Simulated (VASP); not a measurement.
# TaN (CsCl type) (Pm-3m) in VASP: a series of runs

Runs on TaN (CsCl type). Level: PBE. Tasks: single point, relaxation of cell and atoms.

All numbers are computed with VASP 6.6.1; they aren't measurements. Logs are shortened: lines on timing, memory, paths and dates and some standing lists are left out, and cuts for length are marked.

## (1) The cell of the first run

It takes space group Pm-3m (No. 221, cubic). Conventional cell: a = 2.429 Å, b = 2.429 Å, c = 2.429 Å, α = 90.00°, β = 90.00°, γ = 90.00°. Within 2.8 Å of Ta (site symmetry m-3m) lie 8 N at 2.10 Å and 6 Ta at 2.43 Å. Within 2.8 Å of N (site symmetry m-3m) lie 8 Ta at 2.10 Å and 6 N at 2.43 Å.

## (2) Single point, PBE

Contents of INCAR:

```
PREC = Accurate
ENCUT = 520
EDIFF = 1E-6
ISMEAR = -1
SIGMA = 0.1
LREAL = F
LASPH = T
NELM = 80
ALGO = Normal
ISIF = 2
LWAVE = F
LCHARG = F
GGA = PE
NBANDS = 15
```

Contents of KPOINTS:

```
regular mesh
0
Gamma
  16 16 16
```

Contents of POSCAR:

```
TaN
1.0
    2.4293273742      0.0000000000      0.0000000000
    0.0000000000      2.4293273742      0.0000000000
    0.0000000000      0.0000000000      2.4293273742
Ta N
1 1
Direct
    0.0000000000      0.0000000000      0.0000000000
    0.5000000000      0.5000000000      0.5000000000
```

Potentials or basis: VASP PAW PBE potentials, release 64 (Ta_pv, N).

Run with:

```
> cat potpaw_PBE.64/Ta_pv/POTCAR potpaw_PBE.64/N/POTCAR > POTCAR
> mpirun -np 1 vasp_std > vasp.out
```

OUTCAR:

```text
PREC = Accurate
   ENCUT = 520
   EDIFF = 1E-6
   ISMEAR = -1
   LREAL = F
   LASPH = T
   NELM = 80
   ISIF = 2
   GGA = PE

 ion  position               nearest neighbor table
   1  0.000  0.000  0.000-   2 2.10   2 2.10   2 2.10   2 2.10   2 2.10   2 2.10   2 2.10   2 2.10

   2  0.500  0.500  0.500-   1 2.10   1 2.10   1 2.10   1 2.10   1 2.10   1 2.10   1 2.10   1 2.10

  LATTYP: Found a simple cubic cell.
 ALAT       =     2.4293273742

  Lattice vectors:

 A1 = (   2.4293273742,   0.0000000000,   0.0000000000)
 A2 = (   0.0000000000,   2.4293273742,   0.0000000000)
 A3 = (   0.0000000000,   0.0000000000,   2.4293273742)

Analysis of symmetry for initial positions (statically):
=====================================================================
 Subroutine PRICEL returns:
 Original cell was already a primitive cell.

 Routine SETGRP: Setting up the symmetry group for a
 simple cubic supercell.

 Subroutine GETGRP returns: Found 48 space group operations
 (whereof 48 operations were pure point group operations)
 out of a pool of 48 trial point group operations.

The static configuration has the point symmetry O_h .

Analysis of symmetry for dynamics (positions and initial velocities):
=====================================================================
 Subroutine PRICEL returns:
 Original cell was already a primitive cell.

 Routine SETGRP: Setting up the symmetry group for a
 simple cubic supercell.

 Subroutine GETGRP returns: Found 48 space group operations
 (whereof 48 operations were pure point group operations)
 out of a pool of 48 trial point group operations.

The dynamic configuration has the point symmetry O_h .

 Subroutine INISYM returns: Found 48 space group operations
 (whereof 48 operations are pure point group operations),
 and found     1 'primitive' translations

----------------------------------------------------------------------------------------

                                     Primitive cell

  volume of cell :      14.3370

  direct lattice vectors                    reciprocal lattice vectors
     2.429327374  0.000000000  0.000000000     0.411636575  0.000000000  0.000000000
     0.000000000  2.429327374  0.000000000     0.000000000  0.411636575  0.000000000
     0.000000000  0.000000000  2.429327374     0.000000000  0.000000000  0.411636575

  length of vectors
     2.429327374  2.429327374  2.429327374     0.411636575  0.411636575  0.411636575

  position of ions in fractional coordinates (direct lattice)
     0.000000000  0.000000000  0.000000000
     0.500000000  0.500000000  0.500000000

  ion indices of the primitive-cell ions
   primitive index   ion index
                 1           1
                 2           2

----------------------------------------------------------------------------------------

 KPOINTS: regular mesh

Automatic generation of k-mesh.
 Grid dimensions read from file:
 generate k-points for:   16   16   16

 Generating k-lattice:

  Cartesian coordinates                     Fractional coordinates (reciprocal lattice)
     0.025727286  0.000000000  0.000000000     0.062500000  0.000000000  0.000000000
     0.000000000  0.025727286  0.000000000     0.000000000  0.062500000  0.000000000
     0.000000000  0.000000000  0.025727286     0.000000000  0.000000000  0.062500000

  Length of vectors
     0.025727286  0.025727286  0.025727286

  Shift w.r.t. Gamma in fractional coordinates (k-lattice)
     0.000000000  0.000000000  0.000000000

 Subroutine IBZKPT returns following result:
 ===========================================

 Found    165 irreducible k-points:

 Following reciprocal coordinates:
            Coordinates               Weight
  0.000000  0.000000  0.000000      1.000000
  0.062500  0.000000  0.000000      6.000000
  0.125000  0.000000  0.000000      6.000000
  0.187500  0.000000  0.000000      6.000000
  0.250000  0.000000  0.000000      6.000000
  0.312500  0.000000  0.000000      6.000000
[... 16 lines left out ...]
  0.437500  0.125000  0.000000     24.000000
  0.500000  0.125000  0.000000     12.000000
 [... further k-points ...]
   k-points           NKPTS =    165   k-points in BZ     NKDIM =    165   number of bands    NBANDS=     15
   number of dos      NEDOS =    301   number of ions     NIONS =      2
   total plane-waves  NPLWV =   5832
   dimension x,y,z NGX =    18 NGY =   18 NGZ =   18
   dimension x,y,z NGXF=    36 NGYF=   36 NGZF=   36
   ions per type =               1   1
   NGX,Y,Z   is equivalent  to a cutoff of  12.32, 12.32, 12.32 a.u.
   NGXF,Y,Z  is equivalent  to a cutoff of  24.64, 24.64, 24.64 a.u.
 SYSTEM =  unknown system
   PREC   = accura    normal or accurate (medium, high low for compatibility)
   ISTART =      0    job   : 0-new  1-cont  2-samecut
   ICHARG =      2    charge: 1-file 2-atom 10-const
   ISPIN  =      1    spin polarized calculation?
   LNONCOLLINEAR =      F non collinear calculations
   LSORBIT =      F    spin-orbit coupling
   LASPH  =      T    aspherical Exc in radial PAW
   ENCUT  =  520.0 eV  38.22 Ry    6.18 a.u.   4.52  4.52  4.52*2*pi/ulx,y,z
   NELM   =     80;   NELMIN=  2; NELMDL= -5     # of ELM steps
   EDIFF  = 0.1E-05   stopping-criterion for ELM
   LREAL  =      F    real-space projection
   EDIFFG = 0.1E-04   stopping-criterion for IOM
   NSW    =      0    number of steps for IOM
   IBRION =     -1    ionic relax: 0-MD 1-quasi-New 2-CG
   NFREE  =      0    steps in history (QN), initial steepest desc. (CG)
   ISIF   =      2    stress and relaxation
   ISYM   =      2    0-nonsym 1-usesym 2-fastsym
   POTIM  = 0.5000    time-step for ionic-motion
   TEBEG  =    0.0;   TEEND  =   0.0 temperature during run
   PSTRESS=    0.0 pullay stress
   NELECT =      16.0000    total number of electrons
   NUPDOWN=      -1.0000    fix difference up-down
   EMIN   =  10.00;   EMAX   =-10.00  energy-range for DOS
   EFERMI =   0.00;   METHOD = LEGACY
   ISMEAR =    -1;   SIGMA  =   0.10  broadening in eV -4-tet -1-fermi 0-gaus
   EFERMI_NEDOS =   21; number of points for ismear=-14 and -15
   IALGO  =     38    algorithm
   IMIX   =      4    mixing-type and parameters
     AMIX     =   0.40;   BMIX     =  1.00
     AMIX_MAG =   1.60;   BMIX_MAG =  1.00
  volume/ion in A,a.u.               =       7.17        48.38
  Fermi-wavevector in a.u.,A,eV,Ry     =   1.698096  3.208935 39.232785  2.883528
  Thomas-Fermi vector in A             =   2.778657
   LORBIT       =      0    0 simple, 1 ext, 2 COOP (PROOUT), +10 PAW based schemes
   GGA     = PE    functional components
   LHFCALC =     F    Hartree Fock is set to
   AEXX    =    0.0000 exact exchange contribution
   IVDW    =     0    specifies the selected vdW correction
   LEPSILON=     F    determine dielectric tensor
   LRPA    =     F    only Hartree local field effects (RPA)
 non-spin polarized calculation
  energy-cutoff  :      520.00
  volume of cell :       14.34
 maximum number of plane-waves:       402
   NGX =  9   NGY =  9   NGZ =  9

 number of electron      16.0000000 magnetization

 Free energy of the ion-electron system (eV)
  ---------------------------------------------------
  ext. energy  EPLUGINS =         0.00000000
  ---------------------------------------------------
  free energy    TOTEN  =       -16.95609733 eV

  energy without entropy =      -16.94984758  energy(sigma->0) =      -16.95297245

 E-fermi :  14.4080     XC(G=0): -15.8218

 val. band max:       14.3351899739   @ k =   0.2500   0.1875   0.0625
 cond. band min:      14.5162185183   @ k =   0.2500   0.2500   0.1250
 fundamental gap:      0.1810285445
 Fermi energy:        14.4079509900

 k-point     1 :       0.0000    0.0000    0.0000
  band No.  band energies     occupation
      1     -20.4076      2.00000
      2     -20.4076      2.00000
      3     -20.4076      2.00000
      4      -7.6444      2.00000
      5       6.6299      2.00000
      6       6.6299      2.00000
      7      10.7983      2.00000
      8      10.7983      2.00000
      9      10.7983      2.00000
     10      20.2164      0.00000
     11      20.2164      0.00000
     12      20.2164      0.00000
     13      22.5073      0.00000
     14      27.6635      0.00000
     15      35.0485      0.00000

 k-point     2 :       0.0625    0.0000    0.0000
  band No.  band energies     occupation
      1     -20.5969      2.00000
      2     -20.3916      2.00000
      3     -20.3916      2.00000
      4      -7.4690      2.00000
      5       6.6910      2.00000
      6       6.7035      2.00000
      7      10.6422      2.00000
      8      10.6422      2.00000
      9      10.7564      2.00000
     10      20.2556      0.00000
     11      20.2809      0.00000
     12      20.2809      0.00000
     13      22.7350      0.00000
     14      27.6640      0.00000
     15      33.8614      0.00000

 k-point     3 :       0.1250    0.0000    0.0000
  band No.  band energies     occupation
      1     -21.1075      2.00000
      2     -20.3456      2.00000
      3     -20.3456      2.00000
      4      -6.9860      2.00000
      5       6.6757      2.00000
      6       6.8695      2.00000
      7      10.2112      2.00000
      8      10.2112      2.00000
      9      10.9413      2.00000
     10      20.3691      0.00000
     11      20.4686      0.00000
     12      20.4686      0.00000
     13      23.3302      0.00000
     14      27.6657      0.00000
     15      31.6926      0.00000
[... 343 lines left out ...]
 k-point    23 :       0.4375    0.1250    0.0000
  band No.  band energies     occupation
      1     -24.0025      2.00000
      2     -20.5810      2.00000
      3     -19.9349      2.00000
      4      -3.1065      2.00000
      5       2.2038      2.00000
      6       7.1737      2.00000
      7       7.7428      2.00000
      8       9.3206      2.00000
      9      19.5270      0.00000
     10      19.6425      0.00000
     11      21.0094      0.00000
     12      21.5307      0.00000
     13      25.4251      0.00000
     14      27.5681      0.00000
     15      28.2797      0.00000

 k-point    24 :       0.5000    0.1250    0.0000
  band No.  band energies     occupation
      1     -24.1182      2.00000
      2     -20.5599      2.00000
      3     -19.9179      2.00000
      4      -2.8873      2.00000
      5       1.9250      2.00000
      6       7.1027      2.00000
      7       7.6418      2.00000
      8       9.3562      2.00000
      9      19.8754      0.00000
     10      20.0811      0.00000
     11      21.1212      0.00000
     12      21.3052      0.00000
     13      25.1678      0.00000
     14      27.6205      0.00000
     15      29.4842      0.00000

 [... further k-points ...]
[... 5 lines left out ...]
  --------------------------------------------------------------------------------------
  -------------------------------------------------------------------------------------
  Total       23.7911059     23.7911059     23.7911059      0.0000000      0.0000000     -0.0000000
  in kB     2658.6861993   2658.6861993   2658.6861993      0.0000000      0.0000000     -0.0000000
  external PRESSURE =    2658.6861993 kB  Pullay stress =       0.0000000 kB

 VOLUME and BASIS-vectors are now :
 -----------------------------------------------------------------------------
  energy-cutoff  :      520.00
  volume of cell :       14.34
      direct lattice vectors                 reciprocal lattice vectors
     2.429327374  0.000000000  0.000000000     0.411636575  0.000000000  0.000000000
     0.000000000  2.429327374  0.000000000     0.000000000  0.411636575  0.000000000
     0.000000000  0.000000000  2.429327374     0.000000000  0.000000000  0.411636575

 POSITION                                       TOTAL-FORCE (eV/Angst)
 -----------------------------------------------------------------------------------
      0.00000      0.00000      0.00000         0.000000      0.000000      0.000000
      1.21466      1.21466      1.21466         0.000000      0.000000      0.000000
 -----------------------------------------------------------------------------------
    total drift:                                0.000000     -0.000000      0.000000

  FREE ENERGIE OF THE ION-ELECTRON SYSTEM (eV)
  ---------------------------------------------------
  free  energy   TOTEN  =       -16.9560973284 eV

  energy  without entropy=      -16.9498475808  energy(sigma->0) =      -16.95297245
```

Run time: 15 s. Hardware: 1 thread of Intel Xeon Platinum 8488C (Sapphire Rapids), shared host; peak memory 0.15 GiB.

Results:

```yaml
Free_energy: -16.9561 eV
Pressure: 265.9 GPa
Band_gap_on_the_k_mesh: zero (band 8 reaches 23.89 eV, above the bottom of band 9 at 10.76 eV)
```

Levels at points of the mesh, in eV from the Fermi level:
```
           k point  band 4  band 5  band 6  band 7  band 8  band 9  band 10  band 11  band 12  band 13
(0.00, 0.00, 0.00)  -22.05   -7.78   -7.78   -3.61   -3.61   -3.61     5.81     5.81     5.81     8.10
(0.50, 0.00, 0.00)  -16.82  -13.24   -7.10   -7.10   -5.79    5.96     6.96     7.92     7.92     8.98
(0.50, 0.50, 0.00)  -20.05   -7.34   -7.34   -5.02   -3.30    0.37     0.37     2.47    10.90    13.21
(0.50, 0.50, 0.50)  -15.94  -13.63  -13.63  -13.63    9.48    9.48     9.48    11.49    11.49    13.31
```

Caveat: spin-orbit coupling is left out, which moves the levels of the heavy elements.

## (3) Single point, PBE

Contents of INCAR:

```
SYSTEM = TaN
ALGO = Normal ; EDIFF = 1E-7
ENCUT = 520 ; GGA = PE
ISIF = 2 ; ISMEAR = -1
LASPH = .TRUE. ; LCHARG = .TRUE.
LELF = .TRUE. ; LREAL = .FALSE.
LVHAR = .TRUE. ; LWAVE = .FALSE.
NBANDS = 15 ; NELM = 100
PREC = Accurate ; SIGMA = 0.1
```

Contents of KPOINTS:

```
k-points
0
G
  16 16 16
  0 0 0
```

Contents of POSCAR:

```
TaN
1.0
    2.4277488048      0.0000000000      0.0000000000
    0.0000000000      2.4277488048      0.0000000000
    0.0000000000      0.0000000000      2.4277488048
Ta N
1 1
Direct
    0.0000000000      0.0000000000      0.0000000000
    0.5000000000      0.5000000000      0.5000000000
```

Potentials or basis: VASP PAW PBE potentials, release 64 (Ta_pv, N).

Run with:

```
> cat potpaw_PBE.64/Ta_pv/POTCAR potpaw_PBE.64/N/POTCAR > POTCAR
> mpirun -np 1 vasp_std > vasp.out
```

Wall time 17 s (1 thread of Intel Xeon Platinum 8488C (Sapphire Rapids), shared host); peak memory 0.15 GiB.

The run converged. Its results:

```yaml
Free_energy: -16.9095 eV
Pressure: 268.4 GPa
Band_gap_on_the_k_mesh: zero (band 8 reaches 23.94 eV, above the bottom of band 9 at 10.78 eV)
```

Levels at points of the mesh, in eV from the Fermi level:
```
           k point  band 4  band 5  band 6  band 7  band 8  band 9  band 10  band 11  band 12  band 13
(0.00, 0.00, 0.00)  -22.07   -7.80   -7.80   -3.61   -3.61   -3.61     5.82     5.82     5.82     8.14
(0.50, 0.00, 0.00)  -16.83  -13.26   -7.11   -7.11   -5.80    5.97     6.97     7.93     7.93     8.98
(0.50, 0.50, 0.00)  -20.08   -7.34   -7.34   -5.03   -3.31    0.37     0.37     2.48    10.93    13.21
(0.50, 0.50, 0.50)  -15.95  -13.66  -13.66  -13.66    9.51    9.51     9.51    11.52    11.52    13.22
```

Caveat: spin-orbit coupling is left out, which moves the levels of the heavy elements.

[end of part 1 of 2]
